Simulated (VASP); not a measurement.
# S (P6/mmm) in VASP: single point with r2SCAN

Aim: the single point of S with r2SCAN.

All numbers are computed with VASP 6.6.1; they aren't measurements. Logs are shortened: lines on timing, memory, paths and dates and some standing lists are left out, and cuts for length are marked.

**1. The cell of the first run**

Symmetry: P6/mmm, No. 191, hexagonal system. The conventional cell has a = 3.627 Å, b = 3.627 Å, c = 2.084 Å, α = 90.00°, β = 90.00°, γ = 120.00°. Within 2.8 Å of S (site symmetry 6/mmm) lie 2 S at 2.08 Å.

This isn't the form of S at room conditions, which is orthorhombic, of S8 rings.

**2. Single point, r2SCAN**

POSCAR

```
S
1.0
    3.6273425488      0.0000000000      0.0000000000
   -1.8136712745      3.1413707955      0.0000000000
    0.0000000000      0.0000000000      2.0843649310
S
1
Direct
    0.0000000000      0.0000000000      0.0000000000
```

INCAR.step1

```
SYSTEM = S
PREC = Accurate ; ENCUT = 520
ISMEAR = 0 ; SIGMA = 0.1
LREAL = .False. ; LASPH = .True.
NELM = 100 ; NBANDS = 9
GGA = PE ; ALGO = Normal
EDIFF = 1E-4 ; LWAVE = .True.
LCHARG = .False.
```

INCAR.step2

```
SYSTEM = S
PREC = Accurate ; ENCUT = 520
EDIFF = 1E-7 ; ISMEAR = 0
SIGMA = 0.1 ; LREAL = .False.
LASPH = .True. ; NELM = 100
ALGO = Normal ; ISIF = 2
LWAVE = .False. ; LCHARG = .False.
METAGGA = R2SCAN ; LMIXTAU = .True.
NBANDS = 9 ; ISTART = 1
```

KPOINTS

```
regular mesh
0
Gamma
  21 21 26
  0 0 0
```

Potentials or basis: VASP PAW PBE potentials, release 64 (S).

The run is started by

```console
$ cat potpaw_PBE.64/S/POTCAR > POTCAR
$ cp INCAR.step1 INCAR
$ mpirun -np 1 vasp_std > vasp.out
$ cp INCAR.step2 INCAR
$ mpirun -np 1 vasp_std > vasp.out
```

OUTCAR:

```text
SYSTEM = S
   PREC = Accurate
   ENCUT = 520
   EDIFF = 1E-7
   ISMEAR = 0
   LREAL = .False.
   LASPH = .True.
   NELM = 100
   ISIF = 2
   METAGGA = R2SCAN
   ISTART = 1

 ion  position               nearest neighbor table
   1  0.000  0.000  0.000-

  LATTYP: Found a hexagonal cell.
 ALAT       =     3.6273425488
 C/A-ratio  =     0.5746258874

  Lattice vectors:

 A1 = (   3.6273425488,   0.0000000000,   0.0000000000)
 A2 = (  -1.8136712745,   3.1413707955,   0.0000000000)
 A3 = (   0.0000000000,   0.0000000000,   2.0843649310)

Analysis of symmetry for initial positions (statically):
=====================================================================
 Subroutine PRICEL returns:
 Original cell was already a primitive cell.

 Routine SETGRP: Setting up the symmetry group for a
 hexagonal supercell.

 Subroutine GETGRP returns: Found 24 space group operations
 (whereof 24 operations were pure point group operations)
 out of a pool of 24 trial point group operations.

The static configuration has the point symmetry D_6h.

Analysis of symmetry for dynamics (positions and initial velocities):
=====================================================================
 Subroutine PRICEL returns:
 Original cell was already a primitive cell.

 Routine SETGRP: Setting up the symmetry group for a
 hexagonal supercell.

 Subroutine GETGRP returns: Found 24 space group operations
 (whereof 24 operations were pure point group operations)
 out of a pool of 24 trial point group operations.

The dynamic configuration has the point symmetry D_6h.

 Subroutine INISYM returns: Found 24 space group operations
 (whereof 24 operations are pure point group operations),
 and found     1 'primitive' translations

----------------------------------------------------------------------------------------

                                     Primitive cell

  volume of cell :      23.7510

  direct lattice vectors                    reciprocal lattice vectors
     3.627342549  0.000000000  0.000000000     0.275683916  0.159166183  0.000000000
    -1.813671275  3.141370795  0.000000000     0.000000000  0.318332367  0.000000000
     0.000000000  0.000000000  2.084364931     0.000000000  0.000000000  0.479762438

  length of vectors
     3.627342549  3.627342549  2.084364931     0.318332367  0.318332367  0.479762438

  position of ions in fractional coordinates (direct lattice)
     0.000000000  0.000000000  0.000000000

  ion indices of the primitive-cell ions
   primitive index   ion index
                 1           1

----------------------------------------------------------------------------------------

 KPOINTS: regular mesh

Automatic generation of k-mesh.
 Grid dimensions read from file:
 generate k-points for:   21   21   26

 Generating k-lattice:

  Cartesian coordinates                     Fractional coordinates (reciprocal lattice)
     0.013127806  0.007579342  0.000000000     0.047619048  0.000000000  0.000000000
     0.000000000  0.015158684  0.000000000     0.000000000  0.047619048  0.000000000
     0.000000000  0.000000000  0.018452401     0.000000000  0.000000000  0.038461538

  Length of vectors
     0.015158684  0.015158684  0.018452401

  Shift w.r.t. Gamma in fractional coordinates (k-lattice)
     0.000000000  0.000000000  0.000000000

 Subroutine IBZKPT returns following result:
 ===========================================

 Found    672 irreducible k-points:

 Following reciprocal coordinates:
            Coordinates               Weight
  0.000000  0.000000  0.000000      1.000000
  0.047619  0.000000  0.000000      6.000000
  0.095238  0.000000  0.000000      6.000000
  0.142857  0.000000  0.000000      6.000000
  0.190476  0.000000  0.000000      6.000000
  0.238095 -0.000000  0.000000      6.000000
[... 16 lines left out ...]
  0.142857  0.095238  0.000000     12.000000
  0.190476  0.095238  0.000000     12.000000
 [... further k-points ...]
   k-points           NKPTS =    672   k-points in BZ     NKDIM =    672   number of bands    NBANDS=      9
   number of dos      NEDOS =    301   number of ions     NIONS =      1
   total plane-waves  NPLWV =  12544
   dimension x,y,z NGX =    28 NGY =   28 NGZ =   16
   dimension x,y,z NGXF=    56 NGYF=   56 NGZF=   32
   ions per type =               1
   NGX,Y,Z   is equivalent  to a cutoff of  12.83, 12.83, 12.76 a.u.
   NGXF,Y,Z  is equivalent  to a cutoff of  25.67, 25.67, 25.52 a.u.
 SYSTEM =  S
   PREC   = accura    normal or accurate (medium, high low for compatibility)
   ISTART =      1    job   : 0-new  1-cont  2-samecut
   ICHARG =      0    charge: 1-file 2-atom 10-const
   ISPIN  =      1    spin polarized calculation?
   LNONCOLLINEAR =      F non collinear calculations
   LSORBIT =      F    spin-orbit coupling
   LASPH  =      T    aspherical Exc in radial PAW
   ENCUT  =  520.0 eV  38.22 Ry    6.18 a.u.   6.74  6.74  3.88*2*pi/ulx,y,z
   NELM   =    100;   NELMIN=  2; NELMDL=  0     # of ELM steps
   EDIFF  = 0.1E-06   stopping-criterion for ELM
   LREAL  =      F    real-space projection
   EDIFFG = 0.1E-05   stopping-criterion for IOM
   NSW    =      0    number of steps for IOM
   IBRION =     -1    ionic relax: 0-MD 1-quasi-New 2-CG
   NFREE  =      0    steps in history (QN), initial steepest desc. (CG)
   ISIF   =      2    stress and relaxation
   ISYM   =      2    0-nonsym 1-usesym 2-fastsym
   POTIM  = 0.5000    time-step for ionic-motion
   TEBEG  =    0.0;   TEEND  =   0.0 temperature during run
   PSTRESS=    0.0 pullay stress
   NELECT =       6.0000    total number of electrons
   NUPDOWN=      -1.0000    fix difference up-down
   EMIN   =  10.00;   EMAX   =-10.00  energy-range for DOS
   EFERMI =   0.00;   METHOD = LEGACY
   ISMEAR =     0;   SIGMA  =   0.10  broadening in eV -4-tet -1-fermi 0-gaus
   EFERMI_NEDOS =   21; number of points for ismear=-14 and -15
   IALGO  =     38    algorithm
   IMIX   =      4    mixing-type and parameters
     AMIX     =   0.40;   BMIX     =  1.00
     AMIX_MAG =   1.60;   BMIX_MAG =  1.00
  volume/ion in A,a.u.               =      23.75       160.28
  Fermi-wavevector in a.u.,A,eV,Ry     =   1.034899  1.955676 14.572063  1.071016
  Thomas-Fermi vector in A             =   2.169217
   LORBIT       =      0    0 simple, 1 ext, 2 COOP (PROOUT), +10 PAW based schemes
   METAGGA = R2SCAN    functional components
   LHFCALC =     F    Hartree Fock is set to
   AEXX    =    0.0000 exact exchange contribution
   IVDW    =     0    specifies the selected vdW correction
   LEPSILON=     F    determine dielectric tensor
   LRPA    =     F    only Hartree local field effects (RPA)
 non-spin polarized calculation
 Gauss-broadening in eV      SIGMA  =   0.10
  energy-cutoff  :      520.00
  volume of cell :       23.75
 maximum number of plane-waves:       656
 NGX is ok and might be reduce to    28
   NGX = 13   NGY = 13   NGZ =  7

 number of electron       6.0000000 magnetization

 Free energy of the ion-electron system (eV)
  ---------------------------------------------------
  ext. energy  EPLUGINS =         0.00000000
  ---------------------------------------------------
  free energy    TOTEN  =        -7.27896259 eV

  energy without entropy =       -7.27553114  energy(sigma->0) =       -7.27724686

 E-fermi :   2.6981     XC(G=0):  -9.2715

 val. band max:        2.6980247944   @ k =   0.1429   0.1429   0.3462
 cond. band min:       2.7017558244   @ k =   0.3333   0.1905   0.3846
 fundamental gap:      0.0037310301
 Fermi energy:         2.6980960977

 k-point     1 :       0.0000    0.0000    0.0000
  band No.  band energies     occupation
      1     -14.3131      2.00000
      2      -0.2566      2.00000
      3      -0.2566      2.00000
      4       6.9748      0.00000
      5      11.8116      0.00000
      6      11.8116      0.00000
      7      14.3166      0.00000
      8      17.0744      0.00000
      9      19.7478      0.00000

 k-point     2 :       0.0476    0.0000    0.0000
  band No.  band energies     occupation
      1     -14.3032      2.00000
      2      -0.3416      2.00000
      3      -0.2720      2.00000
      4       7.0896      0.00000
      5      11.6948      0.00000
      6      11.8856      0.00000
      7      14.3200      0.00000
      8      17.3029      0.00000
      9      19.7360      0.00000

 k-point     3 :       0.0952    0.0000    0.0000
  band No.  band energies     occupation
      1     -14.2742      2.00000
      2      -0.5773      2.00000
      3      -0.3165      2.00000
      4       7.4071      0.00000
      5      11.4107      0.00000
      6      12.1049      0.00000
      7      14.3301      0.00000
      8      17.9286      0.00000
      9      19.6981      0.00000

 k-point     4 :       0.1429    0.0000    0.0000
  band No.  band energies     occupation
      1     -14.2282      2.00000
      2      -0.9176      2.00000
      3      -0.3846      2.00000
      4       7.8516      0.00000
      5      11.0996      0.00000
      6      12.4627      0.00000
      7      14.3458      0.00000
      8      18.8357      0.00000
      9      19.6290      0.00000
[... 205 lines left out ...]
 k-point    22 :       0.0952    0.0952    0.0000
  band No.  band energies     occupation
      1     -14.2018      2.00000
      2      -1.0757      2.00000
      3      -0.4494      2.00000
      4       8.1185      0.00000
      5      10.8852      0.00000
      6      12.7352      0.00000
      7      14.3548      0.00000
      8      19.3293      0.00000
      9      19.5755      0.00000

 k-point    23 :       0.1429    0.0952    0.0000
  band No.  band energies     occupation
      1     -14.1442      2.00000
      2      -1.4187      2.00000
      3      -0.5576      2.00000
      4       8.5940      0.00000
      5      10.6493      0.00000
      6      13.2780      0.00000
      7      14.3741      0.00000
      8      19.4386      0.00000
      9      20.3725      0.00000

 k-point    24 :       0.1905    0.0952    0.0000
  band No.  band energies     occupation
      1     -14.0777      2.00000
      2      -1.7763      2.00000
      3      -0.6762      2.00000
      4       8.9391      0.00000
      5      10.6716      0.00000
      6      13.9403      0.00000
      7      14.3961      0.00000
      8      19.2216      0.00000
      9      21.5589      0.00000

 [... further k-points ...]

------------------------ aborting loop because EDIFF is reached ----------------------------------------

  FORCE on cell =-STRESS in cart. coord.  units (eV):
  Direction    XX          YY          ZZ          XY          YZ          ZX
  --------------------------------------------------------------------------------------
  -------------------------------------------------------------------------------------
  Total       -0.0111029     -0.0111029     -0.1324725      0.0000000      0.0000000      0.0000000
  in kB       -0.7489716     -0.7489716     -8.9362369      0.0000000      0.0000000      0.0000000
  external PRESSURE =      -3.4780601 kB  Pullay stress =       0.0000000 kB

 VOLUME and BASIS-vectors are now :
 -----------------------------------------------------------------------------
  energy-cutoff  :      520.00
  volume of cell :       23.75
      direct lattice vectors                 reciprocal lattice vectors
     3.627342549  0.000000000  0.000000000     0.275683916  0.159166183  0.000000000
    -1.813671275  3.141370795  0.000000000     0.000000000  0.318332367  0.000000000
     0.000000000  0.000000000  2.084364931     0.000000000  0.000000000  0.479762438

 POSITION                                       TOTAL-FORCE (eV/Angst)
 -----------------------------------------------------------------------------------
      0.00000      0.00000      0.00000         0.000000      0.000000      0.000000
 -----------------------------------------------------------------------------------
    total drift:                               -0.000000      0.000000      0.000000

  FREE ENERGIE OF THE ION-ELECTRON SYSTEM (eV)
  ---------------------------------------------------
  free  energy   TOTEN  =        -7.2789625909 eV

  energy  without entropy=       -7.2755311379  energy(sigma->0) =       -7.27724686
```

It took 5.7 min on 1 thread of Intel Xeon Platinum 8488C (Sapphire Rapids), shared host; peak memory 0.23 GiB.

What came out:

```
Free energy            : -7.2790 eV
Pressure               : -0.3 GPa
Band gap on the k mesh : zero (bands 3 and 4 overlap by 3.66 eV)
```

Levels at points of the mesh, in eV from the Fermi level:
| k point | band 1 | band 2 | band 3 | band 4 | band 5 | band 6 | band 7 | band 8 |
| --- | --- | --- | --- | --- | --- | --- | --- | --- |
| (0.00, 0.00, 0.00) | -17.01 | -2.95 | -2.95 | 4.28 | 9.11 | 9.11 | 11.62 | 14.38 |
| (0.00, 0.00, 0.50) | -9.00 | -8.69 | 2.25 | 2.25 | 9.39 | 9.39 | 12.83 | 14.42 |

Caveat: the PAW data sets were made with another functional, which shifts forces and pressure a little.
